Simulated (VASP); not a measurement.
Wanted: the native input for a VASP 6.6.1 run.

```yaml
Task: single point
Functional: PBEsol
Potentials_or_basis: VASP PAW PBE potentials, release 64 (Sc_sv, Al, N)
Cutoff: 520 eV
k_mesh: 10 × 10 × 10
Occupations: gaussian, width 0.02 eV
Spin: no spin polarisation
Dipole_correction: no
Further_INCAR_settings: ALGO = Normal; EDIFF = 1e-07; NBANDS = 34
```

The structure of ScAlN2 lies in POSCAR:

```
ScAlN2
1.0
   -2.1748475949      2.1748475949      4.1732326356
    2.1748475949     -2.1748475949      4.1732326356
    2.1748475949      2.1748475949     -4.1732326356
Sc Al N
2 2 4
Direct
    0.7500000000      0.2500000000      0.5000000000
    0.0000000000      0.0000000000      0.0000000000
    0.2500000000      0.7500000000      0.5000000000
    0.5000000000      0.5000000000      0.0000000000
    0.4885064509      0.9885064509      0.5000000000
    0.2614935491      0.2614935491      0.0000000000
    0.0114935491      0.5114935491      0.5000000000
    0.7385064509      0.7385064509      0.0000000000
```

The input as run:

INCAR

```
PREC     = Accurate       # precision mode
ENCUT    = 520            # plane-wave cutoff, eV
EDIFF    = 1E-7           # SCF threshold, eV
ISMEAR   = 0              # smearing method
SIGMA    = 0.02           # smearing width, eV
LREAL    = False          # projectors in reciprocal space
LASPH    = True           # aspherical terms in the spheres
NELM     = 100            # most SCF steps
ALGO     = Normal         # electronic algorithm
ISIF     = 2              # what is computed and relaxed
LWAVE    = False          # write WAVECAR
LCHARG   = False          # write CHGCAR
GGA      = PS             # functional
NBANDS   = 34             # bands
```

KPOINTS

```
regular mesh
0
Gamma
  10 10 10
```

Potentials or basis: VASP PAW PBE potentials, release 64 (Sc_sv, Al, N).

The run is started by

```console
$ cat potpaw_PBE.64/Sc_sv/POTCAR potpaw_PBE.64/Al/POTCAR potpaw_PBE.64/N/POTCAR > POTCAR
$ mpirun -np 1 vasp_std > vasp.out
```

Results of the run:

```
Pressure               : 0.7 GPa
Largest force          : 0.041 eV/Å
Band gap on the k mesh : 0.84 eV, indirect (least direct gap 0.93 eV)
```

Caveat: the PAW data sets were made with another functional, which shifts forces and pressure a little.

Run time: 7.3 min on 1 thread of Intel(R) Xeon(R) Platinum 8259CL CPU @ 2.50GHz (Skylake/Cascade Lake), with other jobs on the host, peak memory 0.4 GiB.
